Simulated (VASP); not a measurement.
# Si24W11 (a cell with a defect) in VASP: single point with PBE

Aim: the single point of Si24W11 (a cell with a defect) with PBE.

Everything below comes from runs of VASP 6.6.1. Logs are shortened: lines on timing, memory, paths and dates and some standing lists are left out, and cuts for length are marked.

## 1. The cell of the first run

The cell holds a defect, 35 atoms: a = 9.097 Å, b = 9.097 Å, c = 13.646 Å, α = 138.42°, β = 138.42°, γ = 60.26°.

## 2. Single point, PBE

File INCAR:

```
SYSTEM = Si24W11
  PREC = Accurate
  ENCUT = 520
  EDIFF = 1E-7
  ISMEAR = 1
  SIGMA = 0.1
  LREAL = Auto
  LASPH = .True.
  NELM = 60
  ALGO = Normal
  ISIF = 2
  LWAVE = .False.
  LCHARG = .False.
  GGA = PE
  NBANDS = 148
```

File KPOINTS:

```
Automatic mesh
0
Gamma
  3 3 2
  0 0 0
```

File POSCAR:

```
Si24W11
1.0
   -3.2292007300      3.2292007300      7.8679106400
    3.2292007300     -3.2292007300      7.8679106400
    4.8438010900      4.8438010900    -11.8018659700
Si W
24 11
Direct
    0.1564005468      0.1873179497      0.0029704977
    0.3200627985      0.3430482077      0.0020059659
    0.1801384777      0.1804701387      0.3469209344
    0.3369431432      0.3408862242      0.3426170830
    0.1814690352      0.1672227855      0.6750052158
    0.3527505185      0.3336755197      0.6779611588
    0.1642171621      0.6740112683     -0.0002637392
    0.3304789075      0.8427047300      0.0029547043
    0.1653476732      0.6677619347      0.3309009743
    0.2852310929      0.7917530272      0.2847146227
    0.1780620981      0.6708478160      0.6710484059
    0.3351837004      0.8315596256      0.6703133427
    0.6663942819      0.1728512558      0.0025918694
    0.8230280403      0.3370407539     -0.0096602852
    0.6646646954      0.1722956441      0.3332049500
    0.8355268218      0.3385584899      0.3353547080
    0.6383458222      0.0907823079      0.6161984038
    0.8496507117      0.3179561397      0.6592495110
    0.6758466530      0.6903527194      0.0203955526
    0.8393128519      0.8399684321      0.0121536783
    0.6678284206      0.6676362677      0.3354538037
    0.8395559891      0.8428055549      0.3409344169
    0.6749704100      0.6643032193      0.6751973170
    0.8437064332      0.8285207869      0.6737992414
   -0.0000235541      0.0050365215      0.0045635648
    0.0087207892      0.0146615781      0.3460009957
    0.0024201936      0.0000739474      0.6686524570
   -0.4106632770      0.4703630939     -0.2847947251
    0.0008288278      0.5069743532      0.3365696629
    0.0091797497      0.4988930355      0.6684928716
    0.5015349359      0.0070633519      0.0045788420
    0.5010059486      0.0042997559      0.3340851472
    0.5041227969     -0.0086681809      0.6704005676
    0.5042944929      0.5104760535      0.0093105599
    0.5010012487      0.5033587980      0.3370384063
```

Potentials or basis: VASP PAW PBE potentials, release 64 (Si, W_sv).

Command:

```
$ cat potpaw_PBE.64/Si/POTCAR potpaw_PBE.64/W_sv/POTCAR > POTCAR
$ mpirun -np 1 vasp_std > vasp.out
```

OUTCAR:

```text
SYSTEM = Si24W11
   PREC = Accurate
   ENCUT = 520
   EDIFF = 1E-7
   ISMEAR = 1
   LREAL = Auto
   LASPH = .True.
   NELM = 60
   ISIF = 2
   GGA = PE

 ion  position               nearest neighbor table
   1  0.156  0.187  0.003-   2 2.52  14 2.56  35 2.61  27 2.62  24 2.66  25 2.69   4 2.71  31 2.72
                             8 2.72   9 3.11
   2  0.320  0.343  0.002-   1 2.52  27 2.61  35 2.62   7 2.63   5 2.64  21 2.66  31 2.67  34 2.68
                            13 2.73  10 2.94  18 3.11
   3  0.180  0.180  0.347-   4 2.55  32 2.61   6 2.64  29 2.64  26 2.64  25 2.65  16 2.65  20 2.69
                            10 2.74  28 2.83  17 3.12
   4  0.337  0.341  0.343-   3 2.55  32 2.61  23 2.61  29 2.62  35 2.64  15 2.65   9 2.65  25 2.66
                             1 2.71  28 2.96
   5  0.181  0.167  0.675-  18 2.53  33 2.58  26 2.62   6 2.62  12 2.62  34 2.63  22 2.63   2 2.64
                            27 2.65  30 2.66  13 3.13
   6  0.353  0.334  0.678-  28 2.55  26 2.62   5 2.62  34 2.63   3 2.64  30 2.66  33 2.66  17 2.67
                            19 2.69  11 2.70  14 3.02
   7  0.164  0.674  1.000-  10 2.45  25 2.59   8 2.60  30 2.62   2 2.63  34 2.63  32 2.64  20 2.64
                            18 2.66  23 3.12
   8  0.330  0.843  0.003-   7 2.60  32 2.61  31 2.62  25 2.62  15 2.62  19 2.63  30 2.63  11 2.65
                            34 2.66   1 2.72  24 3.12
   9  0.165  0.668  0.331-  10 2.48  35 2.62  33 2.62  29 2.63  22 2.63  26 2.65   4 2.65  14 2.66
[... 23 lines left out ...]
  21  0.668  0.668  0.335-  34 2.60  16 2.60  35 2.62  29 2.62  27 2.63   2 2.66  22 2.66  32 2.67
                            24 2.68  10 2.74  17 2.83
  22  0.840  0.843  0.341-  19 2.55  27 2.62  26 2.62  29 2.63   5 2.63   9 2.63  32 2.63  34 2.64
                            15 2.65  21 2.66  18 3.04
  23  0.675  0.664  0.675-  33 2.61   4 2.61  25 2.63  24 2.64  20 2.65  18 2.65  12 2.66  30 2.68
                            35 2.68  28 2.73   7 3.12
  24  0.844  0.829  0.674-  17 2.45  30 2.57  25 2.61  23 2.64  35 2.64  11 2.66  27 2.66   1 2.66
                            33 2.66  21 2.68   8 3.12
  25  1.000  0.005  0.005-   7 2.59  24 2.61   8 2.62  13 2.62  23 2.63  20 2.65   3 2.65   4 2.66
                             1 2.69  14 2.71  33 3.18  32 3.22  29 3.23  30 3.29
  26  0.009  0.015  0.346-  10 2.59  19 2.60  20 2.60   5 2.62   6 2.62  16 2.62  22 2.62   3 2.64
                            15 2.64   9 2.65  30 3.12  33 3.25  31 3.27
  27  0.002  0.000  0.669-  18 2.57  17 2.61   2 2.61  11 2.62   1 2.62  22 2.62  12 2.62  21 2.63
                             5 2.65  24 2.66  29 3.20  31 3.22  32 3.25
  28  0.589  0.470  0.715-  18 2.44  19 2.48  20 2.51  17 2.52   6 2.55  23 2.73   3 2.83   4 2.96
                            11 3.03  32 3.13  12 3.14  31 3.48
  29  0.001  0.507  0.337-  12 2.60  16 2.61  11 2.62   4 2.62  21 2.62   9 2.63  22 2.63  13 2.64
                             3 2.64  14 2.73  27 3.20  34 3.20  25 3.23
  30  0.009  0.499  0.668-  18 2.57  24 2.57   7 2.62  16 2.63   8 2.63  11 2.65  15 2.65   5 2.66
                             6 2.66  23 2.68  26 3.12  34 3.21  35 3.26  25 3.29
  31  0.502  0.007  0.005-  15 2.60  19 2.60  11 2.61  12 2.61   8 2.62  20 2.62  13 2.62  16 2.63
                             2 2.67   1 2.72  35 3.21  27 3.22  26 3.27  28 3.48
  32  0.501  0.004  0.334-  17 2.50   4 2.61   8 2.61   3 2.61  15 2.62  18 2.62  22 2.63   7 2.64
                            21 2.67  10 2.81  28 3.13  34 3.18  25 3.22  27 3.25
  33  0.504  0.991  0.670-  17 2.51   5 2.58  13 2.58  12 2.59  23 2.61   9 2.62  14 2.63   6 2.66
                            24 2.66  10 2.93  25 3.18  35 3.18  26 3.25  34 3.32
  34  0.504  0.510  0.009-  21 2.60  13 2.63   7 2.63   6 2.63   5 2.63  14 2.63  19 2.64  22 2.64
                             8 2.66   2 2.68  32 3.18  29 3.20  30 3.21  33 3.32
  35  0.501  0.503  0.337-  15 2.59   1 2.61   9 2.62  10 2.62  21 2.62   2 2.62   4 2.64  24 2.64
                            16 2.65  23 2.68  33 3.18  31 3.21  30 3.26

  Warning from LATTYP: Got some problem with cell dimensions!
  Tried to take original basis but could not verify dimensions!
  LATTYP: Found a base centered monoclinic cell.
 ALAT       =    15.7358212800
 B/A-ratio  =     0.5804310289
 C/A-ratio  =     0.5020023408
 COS(beta)  =    -0.4980056447

  Lattice vectors:

 A1 = (   3.2292007300,  -3.2292007300,  -7.8679106400)
 A2 = (  -3.2292007300,   3.2292007300,  -7.8679106400)
 A3 = (   4.8438010900,   4.8438010900,   3.9339553100)

Analysis of symmetry for initial positions (statically):
=====================================================================
 Subroutine PRICEL returns:
 Original cell was already a primitive cell.

 Routine SETGRP: Setting up the symmetry group for a
 base centered monoclinic supercell.

 Subroutine GETGRP returns: Found  1 space group operations
 (whereof  1 operations were pure point group operations)
 out of a pool of  4 trial point group operations.

The static configuration has the point symmetry C_1 .

Analysis of symmetry for dynamics (positions and initial velocities):
=====================================================================
 Subroutine PRICEL returns:
 Original cell was already a primitive cell.

 Routine SETGRP: Setting up the symmetry group for a
 base centered monoclinic supercell.

 Subroutine GETGRP returns: Found  1 space group operations
 (whereof  1 operations were pure point group operations)
 out of a pool of  4 trial point group operations.

The dynamic configuration has the point symmetry C_1 .

[... 129 lines left out ...]
|     Results are often still useful ...                                      |
|                                                                             |
 -----------------------------------------------------------------------------

 Subroutine IBZKPT returns following result:
 ===========================================

 Found     10 irreducible k-points:

 Following reciprocal coordinates:
            Coordinates               Weight
  0.000000  0.000000  0.000000      1.000000
  0.333333 -0.000000  0.000000      2.000000
  0.000000 -0.333333  0.000000      2.000000
  0.333333  0.333333  0.000000      2.000000
 -0.333333  0.333333  0.000000      2.000000
  0.000000  0.000000  0.500000      1.000000
  0.333333 -0.000000  0.500000      2.000000
  0.000000 -0.333333  0.500000      2.000000
  0.333333  0.333333  0.500000      2.000000
 -0.333333  0.333333  0.500000      2.000000
   k-points           NKPTS =     10   k-points in BZ     NKDIM =     10   number of bands    NBANDS=    148
   number of dos      NEDOS =    301   number of ions     NIONS =     35
   total plane-waves  NPLWV = 529200
   dimension x,y,z NGX =    70 NGY =   70 NGZ =  108
   dimension x,y,z NGXF=   140 NGYF=  140 NGZF=  216
   ions per type =              24  11
   NGX,Y,Z   is equivalent  to a cutoff of  12.79, 12.79, 13.16 a.u.
   NGXF,Y,Z  is equivalent  to a cutoff of  25.58, 25.58, 26.32 a.u.
 SYSTEM =  Si24W11
   PREC   = accura    normal or accurate (medium, high low for compatibility)
   ISTART =      0    job   : 0-new  1-cont  2-samecut
   ICHARG =      2    charge: 1-file 2-atom 10-const
   ISPIN  =      1    spin polarized calculation?
   LNONCOLLINEAR =      F non collinear calculations
   LSORBIT =      F    spin-orbit coupling
   LASPH  =      T    aspherical Exc in radial PAW
   ENCUT  =  520.0 eV  38.22 Ry    6.18 a.u.  16.91 16.91 25.37*2*pi/ulx,y,z
   NELM   =     60;   NELMIN=  2; NELMDL= -5     # of ELM steps
   EDIFF  = 0.1E-06   stopping-criterion for ELM
   LREAL  =      T    real-space projection
   EDIFFG = 0.1E-05   stopping-criterion for IOM
   NSW    =      0    number of steps for IOM
   IBRION =     -1    ionic relax: 0-MD 1-quasi-New 2-CG
   NFREE  =      0    steps in history (QN), initial steepest desc. (CG)
   ISIF   =      2    stress and relaxation
   ISYM   =      2    0-nonsym 1-usesym 2-fastsym
   POTIM  = 0.5000    time-step for ionic-motion
   TEBEG  =    0.0;   TEEND  =   0.0 temperature during run
   PSTRESS=    0.0 pullay stress
   NELECT =     250.0000    total number of electrons
   NUPDOWN=      -1.0000    fix difference up-down
   EMIN   =  10.00;   EMAX   =-10.00  energy-range for DOS
   EFERMI =   0.00;   METHOD = LEGACY
   ISMEAR =     1;   SIGMA  =   0.10  broadening in eV -4-tet -1-fermi 0-gaus
   EFERMI_NEDOS =   21; number of points for ismear=-14 and -15
   IALGO  =     38    algorithm
   IMIX   =      4    mixing-type and parameters
     AMIX     =   0.40;   BMIX     =  1.00
     AMIX_MAG =   1.60;   BMIX_MAG =  1.00
  volume/ion in A,a.u.               =      14.06        94.91
  Fermi-wavevector in a.u.,A,eV,Ry     =   1.306135  2.468236 23.211368  1.705987
  Thomas-Fermi vector in A             =   2.436957
   LORBIT       =      0    0 simple, 1 ext, 2 COOP (PROOUT), +10 PAW based schemes
   GGA     = PE    functional components
   LHFCALC =     F    Hartree Fock is set to
   AEXX    =    0.0000 exact exchange contribution
   IVDW    =     0    specifies the selected vdW correction
   LEPSILON=     F    determine dielectric tensor
   LRPA    =     F    only Hartree local field effects (RPA)
 non-spin polarized calculation
 Methfessel and Paxton  Order N= 1 SIGMA  =   0.10
  energy-cutoff  :      520.00
  volume of cell :      492.27
 maximum number of plane-waves:     13271
 NGX is ok and might be reduce to    70
   NGX = 33   NGY = 33   NGZ = 51

 number of electron     250.0000001 magnetization

 Free energy of the ion-electron system (eV)
  ---------------------------------------------------
  ext. energy  EPLUGINS =         0.00000000
  ---------------------------------------------------
  free energy    TOTEN  =      -278.79817841 eV

  energy without entropy =     -278.79980417  energy(sigma->0) =     -278.79872033

 E-fermi :  11.1141     XC(G=0): -12.2299

 val. band max:       11.0897670264   @ k =   0.3333   0.3333   0.5000
 cond. band min:      11.2009995270   @ k =   0.0000   0.0000   0.5000
 fundamental gap:      0.1112325006
 Fermi energy:        11.1140953047

 k-point     1 :       0.0000    0.0000    0.0000
  band No.  band energies     occupation
      1     -62.7403      2.00000
      2     -62.7146      2.00000
      3     -62.6858      2.00000
      4     -62.6800      2.00000
      5     -62.6298      2.00000
      6     -62.6233      2.00000
[... 1389 lines left out ...]
    136      12.8355     -0.00000
    137      12.8962     -0.00000
 [bands above 137 left out]

------------------------ aborting loop because EDIFF is reached ----------------------------------------

  FORCE on cell =-STRESS in cart. coord.  units (eV):
  Direction    XX          YY          ZZ          XY          YZ          ZX
  --------------------------------------------------------------------------------------
  -------------------------------------------------------------------------------------
  Total        2.0012667     -1.8607361      6.5799189      0.0785533     -0.4103460     -0.9719749
  in kB        6.5135058     -6.0561220     21.4156062      0.2556666     -1.3355498     -3.1634784
  external PRESSURE =       7.2909967 kB  Pullay stress =       0.0000000 kB

 VOLUME and BASIS-vectors are now :
 -----------------------------------------------------------------------------
  energy-cutoff  :      520.00
  volume of cell :      492.27
      direct lattice vectors                 reciprocal lattice vectors
    -3.229200730  3.229200730  7.867910640     0.000000000  0.154837077  0.063549273
     3.229200730 -3.229200730  7.867910640     0.154837077  0.000000000  0.063549273
     4.843801090  4.843801090-11.801865970     0.103224718  0.103224718  0.000000000

 POSITION                                       TOTAL-FORCE (eV/Angst)
 -----------------------------------------------------------------------------------
      0.11423     -0.08545      2.66929        -0.004812     -0.060035      0.020782
      0.08394     -0.06451      5.19362        -0.078788     -0.038177     -0.138896
      1.68149      1.67935     -1.25708        -0.090395      0.172401     -0.139525
      1.67230      1.64684      1.28958        -0.201342      0.070706      0.064554
      3.22359      3.31559     -5.22284        -0.054700     -0.032915     -0.057375
      3.22231      3.34551     -2.60047         0.000894      0.028379     -0.379605
[... 27 lines left out ...]
      0.06506      0.02514      7.87424        -0.239387      0.147837      0.014947
      1.64016      1.62493      3.92453        -0.030977      0.174918     -0.029542
 -----------------------------------------------------------------------------------
    total drift:                               -0.000130      0.003229      0.002537

  FREE ENERGIE OF THE ION-ELECTRON SYSTEM (eV)
  ---------------------------------------------------
  free  energy   TOTEN  =      -278.7981784104 eV

  energy  without entropy=     -278.7998041744  energy(sigma->0) =     -278.79872033
```

Wall time 51 min (1 thread of Intel Xeon Platinum 8559C (Emerald Rapids), shared host); peak memory 1.3 GiB.

Results:

```
Free energy            : -278.7982 eV
Pressure               : 0.7 GPa
Largest force          : 5.308 eV/Å
Band gap on the k mesh : zero (bands 125 and 126 overlap by 0.11 eV)
```

Forces on the atoms (eV/Å):
```
Si  -0.005 -0.060  0.021
Si  -0.079 -0.038 -0.139
Si  -0.090  0.172 -0.140
Si  -0.201  0.071  0.065
Si  -0.055 -0.033 -0.057
Si   0.001  0.028 -0.380
Si  -0.048  0.173  0.102
Si  -0.113  0.126 -0.040
Si  -0.136 -0.070 -0.035
Si   0.194  0.366  0.195
Si  -0.078  0.134 -0.238
Si   0.008  0.062  0.103
Si  -0.088  0.152  0.033
Si   0.032  0.292 -0.189
Si   0.016  0.185 -0.111
Si  -0.028  0.064 -0.071
Si   1.329  0.371  0.899
Si   0.335  0.354 -0.773
Si  -0.552  0.356 -0.035
Si  -0.085  0.323  0.107
Si   0.064  0.077 -0.031
Si  -0.041  0.088 -0.114
Si  -0.048  0.082  0.082
Si   0.027 -0.130  0.122
W   -0.136  0.270 -0.086
W   -0.183  0.035 -0.129
W   -0.513  0.314  0.006
W    1.258 -5.008  1.230
W   -0.027  0.305 -0.191
W    0.008  0.101 -0.219
W   -0.341  0.255 -0.073
W   -0.133  0.114 -0.106
W   -0.021  0.147  0.208
W   -0.239  0.148  0.015
W   -0.031  0.175 -0.030
```

Caveat: spin-orbit coupling is left out, which moves the levels of the heavy elements.

The gap in the log of VASP goes by the Fermi energy; the results here count the filled bands.